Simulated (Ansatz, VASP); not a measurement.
**One calculation of Si, two programs**

INCAR

```
SYSTEM = Si
ALGO = Normal
EDIFF = 1E-6
EDIFFG = -0.002
ENCUT = 600
IBRION = 2
ISIF = 3
ISMEAR = 0
LASPH = .True.
LCHARG = .False.
LREAL = .False.
LWAVE = .False.
NELM = 100
NSW = 80
PREC = Accurate
SIGMA = 0.01
```

File KPOINTS:

```
k-points
0
Gamma
  10 10 6
  0 0 0
```

Contents of POSCAR:

```
Si
1.0
    3.8300000000      0.0000000000      0.0000000000
   -1.9150000000      3.3168772965      0.0000000000
    0.0000000000      0.0000000000      6.3300000000
Si
4
Direct
    0.3333333333      0.6666666667      0.0625000000
    0.6666666667      0.3333333333      0.5625000000
    0.6666666667      0.3333333333      0.9375000000
    0.3333333333      0.6666666667      0.4375000000
```

Input for Ansatz:

```yaml
crystal:
  lattice:
    - [3.83, 0.0, 0.0]
    - [-1.915, 3.3168772965, 0.0]
    - [0.0, 0.0, 6.33]
  atoms:
    - { symbol: Si, position: [0.3333333333, 0.6666666667, 0.0625] }
    - { symbol: Si, position: [0.6666666667, 0.3333333333, 0.5625] }
    - { symbol: Si, position: [0.6666666667, 0.3333333333, 0.9375] }
    - { symbol: Si, position: [0.3333333333, 0.6666666667, 0.4375] }
scf:
  occupations: { method: gaussian, width: 0.01 }
output:
  forces: true
  stress: true
hamiltonian:
  xc: lda
kpoints:
  mp_grid: { grid: [10, 10, 6] }
relax:
  f_tol: 0.002
  cell: { stress_tol: 0.03 }
```

Alike in both runs: task relaxation of cell and atoms; functional LDA; k mesh 10 × 10 × 6; occupations gaussian, width 0.01 eV; no spin polarisation.

|  | VASP | Ansatz |
| --- | --- | --- |
| version | VASP 6.6.1 | Ansatz 0.2.0 |
| potentials or method | VASP PAW LDA potentials, release 64 (Si) | scalar-relativistic, plane waves, PAW |
| plane-wave cutoff (eV) | 600 | 420 |
| valence electrons in the cell | 16 | 16 |

```tsv
	VASP	Ansatz	Ansatz less VASP
relaxed volume (Å³/atom)	19.70	19.69	-0.010
relaxed length of the cell vector where the two differ most in proportion (Å)	3.803	3.802	-0.0008
```

LDA's correlation is that of Perdew and Zunger in VASP and of Perdew and Wang (1992) in Ansatz.
